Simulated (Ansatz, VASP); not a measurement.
## Two plane-wave programs on C

```xyz
10
Lattice="0.0000 1.4231 -3.3609 -2.4650 0.0000 0.0000 -0.4108 9.4946 2.1431" Properties=species:S:1:pos:R:3 pbc="T T T"
C    -3.4509    8.8235    1.0076
C    -0.9860    1.7078   -2.3534
C    -2.2185    3.8425   -2.3534
C    -0.9860    4.5541    1.0076
C    -2.2185    6.6888    1.0076
C    -2.2185    2.4193   -2.3519
C    -0.9860    3.1309    1.0090
C    -2.2185    5.2656    1.0090
C    -0.9860    7.4004    1.0090
C    -2.2185    9.5351    1.0090
```

Alike in both runs: task single point; functional PBE; dispersion D3(BJ); k mesh 7 × 11 × 3; occupations gaussian, width 0.05 eV; no spin polarisation.

|  | VASP | Ansatz |
| --- | --- | --- |
| version | VASP 6.6.1 | Ansatz 0.2.0 |
| potentials or method | VASP PAW PBE potentials, release 64 (C), cutoff 520 eV | scalar-relativistic, plane waves, PAW |
| valence electrons in the cell | 40 | 40 |

```tsv
	VASP	Ansatz	Ansatz less VASP
gap on the k mesh at the Fermi level (eV)	none	none	-
pressure (GPa)	0.5	0.1	-0.44
traceless stress, the component that is largest in VASP (GPa)	-10.94	-10.92	+0.015
rms of the force components (eV/Å)	0.991	0.992	+0.0010
```

Atom by atom the forces differ by 0.012 eV/Å (rms over components). A gap of «none» marks a metal or a gap that the smearing closes.
